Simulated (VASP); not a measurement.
Here is a VASP 6.6.1 calculation.

File INCAR:

```
SYSTEM = Si2W
ALGO     = Normal         ! electronic algorithm
EDIFF    = 1E-6           ! SCF threshold, eV
ENCUT    = 520            ! plane-wave cutoff, eV
GGA      = PE             ! functional
ISIF     = 2              ! what is computed and relaxed
ISMEAR   = 0              ! smearing method
LASPH    = .TRUE.         ! aspherical terms in the spheres
LCHARG   = .FALSE.        ! write CHGCAR
LREAL    = .FALSE.        ! projectors in reciprocal space
LWAVE    = .FALSE.        ! write WAVECAR
NBANDS   = 43             ! bands
NELM     = 60             ! most SCF steps
PREC     = Accurate       ! precision mode
SIGMA    = 0.03           ! smearing width, eV
```

Contents of KPOINTS:

```
k-points
0
G
  9 9 6
  0 0 0
```

File POSCAR:

```
Si2W
1.0
    4.5199185558      0.0000000000      0.0000000000
   -2.2599592779      3.9143642923      0.0000000000
    0.0000000000      0.0000000000      6.9276791704
Si W
6 3
Direct
    0.8488551621      0.6977103243      0.5000000000
    0.1511448379      0.8488551621      0.8333333333
    0.6977103243      0.8488551621      0.1666666667
    0.1511448379      0.3022896757      0.5000000000
    0.8488551621      0.1511448379      0.8333333333
    0.3022896757      0.1511448379      0.1666666667
    0.0000000000      0.5000000000      0.1666666667
    0.5000000000      0.5000000000      0.8333333333
    0.5000000000      0.0000000000      0.5000000000
```

Potentials or basis: VASP PAW PBE potentials, release 64 (Si, W_sv).

Command:

```sh
$ cat potpaw_PBE.64/Si/POTCAR potpaw_PBE.64/W_sv/POTCAR > POTCAR
$ mpirun -np 1 vasp_std > vasp.out
```

Q: What does it give for the pressure?

A: 2.2 GPa.

Q: Estimate the largest force.

A: 2.191 eV/Å.

Forces on the atoms (eV/Å):
```
Si   0.000 -2.191  0.000
Si   1.897 -1.095  0.000
Si  -1.897 -1.095  0.000
Si   0.000  2.191  0.000
Si  -1.897  1.095  0.000
Si   1.897  1.095  0.000
W    0.000  0.000  0.000
W    0.000  0.000  0.000
W    0.000  0.000  0.000
```

Caveat: forces of over 1 eV/Å act on the atoms, so gaps and moduli don't describe the material at rest.
